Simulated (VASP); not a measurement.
Write the native input for VASP 6.6.1 that does the following.

| Item | Value |
| --- | --- |
| Task | single point |
| Functional | PBE |
| Potentials or basis | VASP PAW PBE potentials, release 64 (Sr_sv, Cl) |
| Cutoff | 520 eV |
| k mesh | 6 × 6 × 6 |
| Occupations | fermi-dirac, width 0.02 eV |
| Spin | no spin polarisation |
| Dipole correction | no |
| Further INCAR settings | ALGO = Normal; EDIFF = 1e-06; NBANDS = 19 |

The structure of SrCl2 lies in POSCAR:

```
SrCl2
1.0
    0.0000000000      3.4171392023      3.4171392023
    3.4171392023      0.0000000000      3.4171392023
    3.4171392023      3.4171392023      0.0000000000
Sr Cl
1 2
Direct
    0.0000000000      0.0000000000      0.0000000000
    0.2500000000      0.2500000000      0.2500000000
    0.7500000000      0.7500000000      0.7500000000
```

The input as run:

INCAR

```
  PREC = Accurate
  ENCUT = 520
  EDIFF = 1E-6
  ISMEAR = -1
  SIGMA = 0.02
  LREAL = F
  LASPH = T
  NELM = 60
  ALGO = Normal
  ISIF = 2
  LWAVE = F
  LCHARG = F
  GGA = PE
  NBANDS = 19
```

KPOINTS

```
regular mesh
0
Gamma
  6 6 6
```

Potentials or basis: VASP PAW PBE potentials, release 64 (Sr_sv, Cl).

Command:

```sh
$ cat potpaw_PBE.64/Sr_sv/POTCAR potpaw_PBE.64/Cl/POTCAR > POTCAR
$ mpirun -np 1 vasp_std > vasp.out
```

Results of the run:

- Pressure: 3.8 GPa
- Band gap on the k mesh: 5.47 eV, direct

Run time: 24 s on 1 thread of AMD EPYC 7R13 Processor (Zen 3), with other jobs on the host, peak memory 0.17 GiB.
